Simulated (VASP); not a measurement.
# Hg (Fd-3m) in VASP: relaxation of cell and atoms with PBE

Aim: the relaxation of cell and atoms of Hg with PBE.

All numbers are computed with VASP 6.6.1; they aren't measurements. Logs are shortened: lines on timing, memory, paths and dates and some standing lists are left out, and cuts for length are marked.

### 1 The cell of the first run

Symmetry: Fd-3m, No. 227, cubic system. The conventional cell has a = 6.293 Å, b = 6.293 Å, c = 6.293 Å, α = 90.00°, β = 90.00°, γ = 90.00°. Within 3.6 Å of Hg (site symmetry -43m) lie 4 Hg at 2.72 Å.

### 2 Relaxation of cell and atoms, PBE

INCAR reads:

```
PREC     = Accurate       # precision mode
ENCUT    = 550            # plane-wave cutoff, eV
EDIFF    = 1E-7           # SCF threshold, eV
ISMEAR   = -1             # smearing method
SIGMA    = 0.1            # smearing width, eV
LREAL    = F              # projectors in reciprocal space
LASPH    = T              # aspherical terms in the spheres
NELM     = 120            # most SCF steps
ALGO     = Normal         # electronic algorithm
ISIF     = 3              # what is computed and relaxed
LWAVE    = F              # write WAVECAR
LCHARG   = F              # write CHGCAR
GGA      = PE             # functional
IBRION   = 2              # ionic algorithm
NSW      = 80             # ionic steps
EDIFFG   = -0.01          # ionic threshold
GGA_COMPAT= F            
NELMIN   = 4
```

KPOINTS reads:

```
Automatic mesh
0
Gamma
  9 9 9
```

POSCAR reads:

```
Hg
1.0
    0.0000000000      3.1463715427      3.1463715427
    3.1463715427      0.0000000000      3.1463715427
    3.1463715427      3.1463715427      0.0000000000
Hg
2
Direct
    0.1250000000      0.1250000000      0.1250000000
    0.8750000000      0.8750000000      0.8750000000
```

Potentials or basis: VASP PAW PBE potentials, release 64 (Hg_sv_GW).

Command:

```console
$ cat potpaw_PBE.64/Hg_sv_GW/POTCAR > POTCAR
$ mpirun -np 1 vasp_std > vasp.out
```

OUTCAR:

```text
PREC = Accurate
   ENCUT = 550
   EDIFF = 1E-7
   ISMEAR = -1
   LREAL = F
   LASPH = T
   NELM = 120
   ISIF = 3
   GGA = PE
   IBRION = 2
   NSW = 80
   EDIFFG = -0.01
   NELMIN = 4

 ion  position               nearest neighbor table
   1  0.125  0.125  0.125-   2 2.72   2 2.72   2 2.72   2 2.72
   2  0.875  0.875  0.875-   1 2.72   1 2.72   1 2.72   1 2.72

  LATTYP: Found a face centered cubic cell.
 ALAT       =     6.2927430854

  Lattice vectors:

 A1 = (   0.0000000000,   3.1463715427,   3.1463715427)
 A2 = (   3.1463715427,   0.0000000000,   3.1463715427)
 A3 = (   3.1463715427,   3.1463715427,   0.0000000000)

Analysis of symmetry for initial positions (statically):
=====================================================================
 Subroutine PRICEL returns:
 Original cell was already a primitive cell.

 Routine SETGRP: Setting up the symmetry group for a
 face centered cubic supercell.

 Subroutine GETGRP returns: Found 48 space group operations
 (whereof 12 operations were pure point group operations)
 out of a pool of 48 trial point group operations.

The static configuration has the point symmetry D_3d.
 The point group associated with its full space group is O_h .

Analysis of symmetry for dynamics (positions and initial velocities):
=====================================================================
 Subroutine PRICEL returns:
 Original cell was already a primitive cell.

 Routine SETGRP: Setting up the symmetry group for a
 face centered cubic supercell.

 Subroutine GETGRP returns: Found 48 space group operations
 (whereof 12 operations were pure point group operations)
 out of a pool of 48 trial point group operations.

The dynamic configuration has the point symmetry D_3d.
 The point group associated with its full space group is O_h .

 Subroutine INISYM returns: Found 48 space group operations
 (whereof 12 operations are pure point group operations),
 and found     1 'primitive' translations

----------------------------------------------------------------------------------------

                                     Primitive cell

  volume of cell :      62.2960

  direct lattice vectors                    reciprocal lattice vectors
     0.000000000  3.146371543  3.146371543    -0.158913209  0.158913209  0.158913209
     3.146371543  0.000000000  3.146371543     0.158913209 -0.158913209  0.158913209
     3.146371543  3.146371543  0.000000000     0.158913209  0.158913209 -0.158913209

  length of vectors
     4.449641308  4.449641308  4.449641308     0.275245753  0.275245753  0.275245753

  position of ions in fractional coordinates (direct lattice)
     0.125000000  0.125000000  0.125000000
     0.875000000  0.875000000  0.875000000

  ion indices of the primitive-cell ions
   primitive index   ion index
                 1           1
                 2           2

----------------------------------------------------------------------------------------

 KPOINTS: Automatic mesh

Automatic generation of k-mesh.
 Grid dimensions read from file:
 generate k-points for:    9    9    9

 Generating k-lattice:

  Cartesian coordinates                     Fractional coordinates (reciprocal lattice)
    -0.017657023  0.017657023  0.017657023     0.111111111  0.000000000  0.000000000
     0.017657023 -0.017657023  0.017657023     0.000000000  0.111111111  0.000000000
     0.017657023  0.017657023 -0.017657023     0.000000000  0.000000000  0.111111111

  Length of vectors
     0.030582861  0.030582861  0.030582861

  Shift w.r.t. Gamma in fractional coordinates (k-lattice)
     0.000000000  0.000000000  0.000000000

 Subroutine IBZKPT returns following result:
 ===========================================

 Found     35 irreducible k-points:

 Following reciprocal coordinates:
            Coordinates               Weight
  0.000000  0.000000  0.000000      1.000000
  0.111111  0.000000  0.000000      8.000000
  0.222222  0.000000  0.000000      8.000000
  0.333333  0.000000  0.000000      8.000000
  0.444444  0.000000  0.000000      8.000000
  0.111111  0.111111  0.000000      6.000000
[... 16 lines left out ...]
 -0.333333  0.333333  0.000000     12.000000
  0.444444  0.444444  0.000000      6.000000
 [... further k-points ...]
   k-points           NKPTS =     35   k-points in BZ     NKDIM =     35   number of bands    NBANDS=     24
   number of dos      NEDOS =    301   number of ions     NIONS =      2
   total plane-waves  NPLWV =  46656
   dimension x,y,z NGX =    36 NGY =   36 NGZ =   36
   dimension x,y,z NGXF=    72 NGYF=   72 NGZF=   72
   ions per type =               2
   NGX,Y,Z   is equivalent  to a cutoff of  13.45, 13.45, 13.45 a.u.
   NGXF,Y,Z  is equivalent  to a cutoff of  26.90, 26.90, 26.90 a.u.
 SYSTEM =  unknown system
   PREC   = accura    normal or accurate (medium, high low for compatibility)
   ISTART =      0    job   : 0-new  1-cont  2-samecut
   ICHARG =      2    charge: 1-file 2-atom 10-const
   ISPIN  =      1    spin polarized calculation?
   LNONCOLLINEAR =      F non collinear calculations
   LSORBIT =      F    spin-orbit coupling
   LASPH  =      T    aspherical Exc in radial PAW
   ENCUT  =  550.0 eV  40.42 Ry    6.36 a.u.   8.51  8.51  8.51*2*pi/ulx,y,z
   NELM   =    120;   NELMIN=  4; NELMDL= -5     # of ELM steps
   EDIFF  = 0.1E-06   stopping-criterion for ELM
   LREAL  =      F    real-space projection
   EDIFFG = -.1E-01   stopping-criterion for IOM
   NSW    =     80    number of steps for IOM
   IBRION =      2    ionic relax: 0-MD 1-quasi-New 2-CG
   NFREE  =      1    steps in history (QN), initial steepest desc. (CG)
   ISIF   =      3    stress and relaxation
   ISYM   =      2    0-nonsym 1-usesym 2-fastsym
   POTIM  = 0.5000    time-step for ionic-motion
   TEBEG  =    0.0;   TEEND  =   0.0 temperature during run
   PSTRESS=    0.0 pullay stress
   NELECT =      40.0000    total number of electrons
   NUPDOWN=      -1.0000    fix difference up-down
   EMIN   =  10.00;   EMAX   =-10.00  energy-range for DOS
   EFERMI =   0.00;   METHOD = LEGACY
   ISMEAR =    -1;   SIGMA  =   0.10  broadening in eV -4-tet -1-fermi 0-gaus
   EFERMI_NEDOS =   21; number of points for ismear=-14 and -15
   IALGO  =     38    algorithm
   IMIX   =      4    mixing-type and parameters
     AMIX     =   0.40;   BMIX     =  1.00
     AMIX_MAG =   1.60;   BMIX_MAG =  1.00
  volume/ion in A,a.u.               =      31.15       210.20
  Fermi-wavevector in a.u.,A,eV,Ry     =   1.412347  2.668949 27.139878  1.994725
  Thomas-Fermi vector in A             =   2.534105
   LORBIT       =      0    0 simple, 1 ext, 2 COOP (PROOUT), +10 PAW based schemes
   GGA     = PE    functional components
   LHFCALC =     F    Hartree Fock is set to
   AEXX    =    0.0000 exact exchange contribution
   IVDW    =     0    specifies the selected vdW correction
   LEPSILON=     F    determine dielectric tensor
   LRPA    =     F    only Hartree local field effects (RPA)
 conjugate gradient relaxation of ions
 non-spin polarized calculation
  energy-cutoff  :      550.00
  volume of cell :       62.30
 maximum number of plane-waves:      1853
 NGX is ok and might be reduce to    36
   NGX = 17   NGY = 17   NGZ = 17

--------------------------------------- Ionic step        1  -------------------------------------------

 number of electron      39.9999995 magnetization

 Free energy of the ion-electron system (eV)
  ---------------------------------------------------
  ext. energy  EPLUGINS =         0.00000000
  ---------------------------------------------------
  free energy    TOTEN  =         0.20546754 eV

  energy without entropy =        0.24076280  energy(sigma->0) =        0.22311517

------------------------ aborting loop because EDIFF is reached ----------------------------------------

  FORCE on cell =-STRESS in cart. coord.  units (eV):
  Direction    XX          YY          ZZ          XY          YZ          ZX
  --------------------------------------------------------------------------------------
  -------------------------------------------------------------------------------------
  Total        2.9124848      2.9124848      2.9124848     -0.0000000      0.0000000      0.0000000
  in kB       74.9055923     74.9055923     74.9055923     -0.0000000      0.0000000      0.0000000
  external PRESSURE =      74.9055923 kB  Pullay stress =       0.0000000 kB
[... 93 lines left out ...]
  energy  without entropy=       -0.0509255623  energy(sigma->0) =       -0.06693592

--------------------------------------- Ionic step        4  -------------------------------------------

 number of electron      40.0000008 magnetization

 Free energy of the ion-electron system (eV)
  ---------------------------------------------------
  ext. energy  EPLUGINS =         0.00000000
  ---------------------------------------------------
  free energy    TOTEN  =        -0.08299513 eV

  energy without entropy =       -0.05093905  energy(sigma->0) =       -0.06696709

 E-fermi :   2.5277     XC(G=0):  -8.2725

 val. band max:        2.3410909727   @ k =  -0.3333   0.3333   0.0000
 cond. band min:       2.5352668163   @ k =   0.2222   0.2222   0.0000
 fundamental gap:      0.1941758436
 Fermi energy:         2.5276745789

 k-point     1 :       0.0000    0.0000    0.0000
  band No.  band energies     occupation
      1    -112.7340      2.00000
      2    -112.7303      2.00000
      3     -61.0968      2.00000
      4     -61.0968      2.00000
      5     -61.0968      2.00000
      6     -61.0601      2.00000
[... 637 lines left out ...]
     23       6.3608      0.00000
     24       6.6413      0.00000

 [... further k-points ...]

------------------------ aborting loop because EDIFF is reached ----------------------------------------

  FORCE on cell =-STRESS in cart. coord.  units (eV):
  Direction    XX          YY          ZZ          XY          YZ          ZX
  --------------------------------------------------------------------------------------
  -------------------------------------------------------------------------------------
  Total        0.0057611      0.0057611      0.0057611      0.0000000      0.0000000      0.0000000
  in kB        0.1189500      0.1189500      0.1189500      0.0000000      0.0000000      0.0000000
  external PRESSURE =       0.1189500 kB  Pullay stress =       0.0000000 kB
[... 17 lines left out ...]
  FREE ENERGIE OF THE ION-ELECTRON SYSTEM (eV)
  ---------------------------------------------------
  free  energy   TOTEN  =        -0.0829951347 eV

  energy  without entropy=       -0.0509390505  energy(sigma->0) =       -0.06696709

 reached required accuracy - stopping structural energy minimisation
```

Wall time 3.5 min (1 thread of Intel Xeon Platinum 8259CL at 2.50GHz (Skylake/Cascade Lake), shared host); peak memory 0.25 GiB.

What came out:

```
Free energy                           : -0.0830 eV
Relaxed volume                        : 38.80 Å³/atom
Relaxed cell                          : a = 4.788 Å, b = 4.788 Å, c = 4.788 Å, α = 60.00°, β = 60.00°, γ = 60.00°
Space group after relaxing (to 0.1 Å) : Fd-3m (No. 227)
Energy gained by relaxing             : 144.2 meV/atom
Ionic steps                           : 4
Pressure after relaxing               : 0.0 GPa
Band gap on the k mesh                : zero (bands 20 and 21 overlap by 2.53 eV)
```

The path:
| step | energy change (eV) | largest force (eV/Å) | pressure (GPa) | volume (Å³) |
| --- | --- | --- | --- | --- |
| 1 | 0.0000 | 0.0000 | 7.49 | 62.30 |
| 2 | -0.2872 | 0.0000 | 0.34 | 76.37 |
| 3 | -0.2884 | 0.0000 | -0.06 | 77.93 |
| 4 | -0.2885 | 0.0000 | 0.01 | 77.60 |

Final structure:
```
Hg
1.0
     0.00000    3.38537    3.38537
     3.38537    0.00000    3.38537
     3.38537    3.38537    0.00000
Hg
2
Cartesian
  0.8463 0.8463 0.8463
  5.9244 5.9244 5.9244
```

Caveat: the volume moved by over 15 % at a fixed basis, so the end points are rough; spin-orbit coupling is left out, which moves the levels of the heavy elements.

The gap in the log of VASP goes by the Fermi energy; the results here count the filled bands.